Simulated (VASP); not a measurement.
# As in VASP: further runs, part 2 of 2

VASP 6.6.1. Earlier steps stand in the parts before.

## (4) Single point, PBE+D3(BJ)

This run uses another cell than the first one.

INCAR reads:

```
SYSTEM = As
PREC = Accurate
ENCUT = 400
EDIFF = 1E-6
ISMEAR = 0
SIGMA = 0.02
LREAL = .False.
LASPH = .True.
NELM = 120
ALGO = Normal
ISIF = 2
LWAVE = .False.
LCHARG = .True.
LDIPOL = .True.
IDIPOL = 3
DIPOL = 0.5 0.5 0.500
GGA = PE
IVDW = 12
LELF = .True.
LVHAR = .True.
LVACPOTAV = .True.
NBANDS = 22
GGA_COMPAT = .False.
NELMDL = -8
```

KPOINTS reads:

```
Automatic mesh
0
Gamma
  9 9 1
  0 0 0
```

POSCAR reads:

```
As
1.0
    3.3480000000      0.0000000000      0.0000000000
   -1.6740000000      2.8994530519      0.0000000000
    0.0000000000      0.0000000000     28.5742413766
As
2
Direct
    0.3333333333      0.6666666667      0.4738050788
    0.6666666667      0.3333333333      0.5261949212
```

Run with:

```
$ cat potpaw_PBE.64/As_d/POTCAR > POTCAR
$ mpirun -np 1 vasp_std > vasp.out
```

It took 76 s on 1 thread of Intel Xeon Platinum 8259CL at 2.50GHz (Skylake/Cascade Lake), shared host; peak memory 0.32 GiB.

Results (log left out):

* Free energy: -9.5642 eV
* Largest force: 0.505 eV/Å
* Dispersion energy per atom: -0.240 eV

Forces on the atoms (eV/Å):
```
As   0.000  0.000  0.505
As   0.000  0.000 -0.505
```

Levels at points of the mesh, in eV from the Fermi level:
| k point | band 11 | band 12 | band 13 | band 14 | band 15 | band 16 | band 17 | band 18 | band 19 | band 20 |
| --- | --- | --- | --- | --- | --- | --- | --- | --- | --- | --- |
| (0.00, 0.00, 0.00) | -15.49 | -9.11 | -2.67 | -0.12 | -0.12 | 2.15 | 3.21 | 3.21 | 3.64 | 3.65 |

## (5) Single point, PBE+D3(BJ)

This run uses another cell than the first one.

INCAR reads:

```
SYSTEM = As
PREC     = Accurate       ! precision mode
ENCUT    = 400            ! plane-wave cutoff, eV
EDIFF    = 1E-6           ! SCF threshold, eV
ISMEAR   = 0              ! smearing method
SIGMA    = 0.02           ! smearing width, eV
LREAL    = .False.        ! projectors in reciprocal space
LASPH    = .True.         ! aspherical terms in the spheres
NELM     = 120            ! most SCF steps
ALGO     = Normal         ! electronic algorithm
ISIF     = 2              ! what is computed and relaxed
LWAVE    = .False.        ! write WAVECAR
LCHARG   = .False.        ! write CHGCAR
LDIPOL   = .True.       
IDIPOL   = 3            
DIPOL    = 0.5 0.5 0.500
GGA      = PE             ! functional
IVDW     = 12             ! dispersion correction
NBANDS   = 22             ! bands
GGA_COMPAT= .False.      
NELMDL   = -8
```

KPOINTS is that of step 4.

POSCAR reads:

```
As
1.0
    3.4060000000      0.0000000000      0.0000000000
   -1.7030000000      2.9496825253      0.0000000000
    0.0000000000      0.0000000000     28.5742413766
As
2
Direct
    0.3333333333      0.6666666667      0.4685555956
    0.6666666667      0.3333333333      0.5314444044
```

Potentials or basis: VASP PAW PBE potentials, release 64 (As_d).

Run with:

```
$ cat potpaw_PBE.64/As_d/POTCAR > POTCAR
$ mpirun -np 1 vasp_std > vasp.out
```

OUTCAR:

```text
SYSTEM = As
   PREC = Accurate
   ENCUT = 400
   EDIFF = 1E-6
   ISMEAR = 0
   LREAL = .False.
   LASPH = .True.
   NELM = 120
   ISIF = 2
   GGA = PE
   IVDW = 12
   NELMDL = -8
 IVDW          = 12

 ion  position               nearest neighbor table
   1  0.333  0.667  0.469-   2 2.66   2 2.66   2 2.66
   2  0.667  0.333  0.531-   1 2.66   1 2.66   1 2.66

  LATTYP: Found a hexagonal cell.
 ALAT       =     3.4060000000
 C/A-ratio  =     8.3893838452

  Lattice vectors:

 A1 = (   3.4060000000,   0.0000000000,   0.0000000000)
[... 480 lines left out ...]
 Edisp (eV)   -0.45212

 E8    (eV) :    -0.2042

  FORCE on cell =-STRESS in cart. coord.  units (eV):
  Direction    XX          YY          ZZ          XY          YZ          ZX
  --------------------------------------------------------------------------------------
  -------------------------------------------------------------------------------------
  Total      -0.44511    -0.44511    -4.86954     0.00000     0.00000     0.00000
  in kB      -2.48420    -2.48420   -27.17718     0.00000     0.00000     0.00000
  external pressure =      -10.72 kB  Pullay stress =        0.00 kB

 VOLUME and BASIS-vectors are now :
 -----------------------------------------------------------------------------
  energy-cutoff  :      400.00
  volume of cell :      287.07
      direct lattice vectors                 reciprocal lattice vectors
     3.406000000  0.000000000  0.000000000     0.293599530  0.169509768  0.000000000
    -1.703000000  2.949682525  0.000000000     0.000000000  0.339019536  0.000000000
     0.000000000  0.000000000 28.574241377     0.000000000  0.000000000  0.034996555

 POSITION                                       TOTAL-FORCE (eV/Angst)
 -----------------------------------------------------------------------------------
     -0.00000      1.96646     13.38862        -0.000000      0.000000      2.671806
      1.70300      0.98323     15.18562         0.000000      0.000000     -2.671806
 -----------------------------------------------------------------------------------
    total drift:                                0.000000      0.000000      0.000000

  FREE ENERGIE OF THE ION-ELECTRON SYSTEM (eV)
  ---------------------------------------------------
  free  energy   TOTEN  =        -9.0701097978 eV

  energy  without entropy=       -9.0701097978  energy(sigma->0) =       -9.07010980

 vacuum level on the upper side and lower side of the slab         1.155         1.155
```

OSZICAR:

```text
N       E                     dE             d eps       ncg     rms          rms(c)
DAV:   1     0.216778004604E+03    0.21678E+03   -0.14762E+04   662   0.283E+03
DAV:   2     0.280025382279E+02   -0.18878E+03   -0.17606E+03   598   0.644E+02
DAV:   3    -0.687024367227E+01   -0.34873E+02   -0.34331E+02   834   0.143E+02
[... 16 lines left out ...]
DAV:  20    -0.861796910014E+01   -0.19082E-04   -0.11333E-06   488   0.629E-03    0.646E-04
DAV:  21    -0.861798120369E+01   -0.12104E-04   -0.54687E-07   482   0.675E-03    0.550E-04
DAV:  22    -0.861798372655E+01   -0.25229E-05   -0.81024E-08   476   0.263E-03    0.424E-04
DAV:  23    -0.861798710934E+01   -0.33828E-05   -0.12675E-07   428   0.242E-03    0.135E-04
DAV:  24    -0.861798745185E+01   -0.34251E-06   -0.94945E-09   434   0.176E-03
   1 F= -.90701098E+01 E0= -.90701098E+01  d E =-.648877E-11
```

stdout:

```text
POSCAR found type information on POSCAR As
 POSCAR found :  1 types and       2 ions
 scaLAPACK will be used
 LDA part: xc-table for (Slater+PW92), standard interpolation
 POSCAR, INCAR and KPOINTS ok, starting setup
 FFT: planning ... GRIDC
 FFT: planning ... GRID_SOFT
 FFT: planning ... GRID
 WAVECAR not read
 entering main loop
```

Wall time 92 s (1 thread of Intel Xeon Platinum 8488C (Sapphire Rapids), shared host); peak memory 0.32 GiB.

What came out:

- Free energy: -9.0701 eV
- Largest force: 2.672 eV/Å
- Band gap on the k mesh: zero (bands 15 and 16 overlap by 1.21 eV)
- Dispersion energy per atom: -0.226 eV

Forces in eV/Å, atoms in the order of the input:
```
As   0.000  0.000  2.672
As   0.000  0.000 -2.672
```

## (6) The runs side by side

| cell | gap on the mesh (eV) | largest force (eV/Å) |
| --- | --- | --- |
| a = 3.463, b = 3.463, c = 28.574 Å, angles 90.0, 90.0, 120.0°, 2 atoms, atomic positions A | none | 2.73 |
| a = 3.578, b = 3.578, c = 28.574 Å, angles 90.0, 90.0, 120.0°, 2 atoms, atomic positions B | 1.29 | 2.79 |
| a = 3.348, b = 3.348, c = 28.574 Å, angles 90.0, 90.0, 120.0°, 2 atoms, atomic positions C | - | 0.50 |
| a = 3.406, b = 3.406, c = 28.574 Å, angles 90.0, 90.0, 120.0°, 2 atoms, atomic positions A | none | 2.67 |

Alike in all rows: task single point; level PBE+D3(BJ); potentials or basis VASP PAW PBE potentials, release 64 (As_d); no spin polarisation; k mesh 9 × 9 × 1; cutoff (eV) 400; smearing gaussian 0.02 eV.

Total energies depend on the potentials used, so only differences within one code and one set of settings carry meaning.
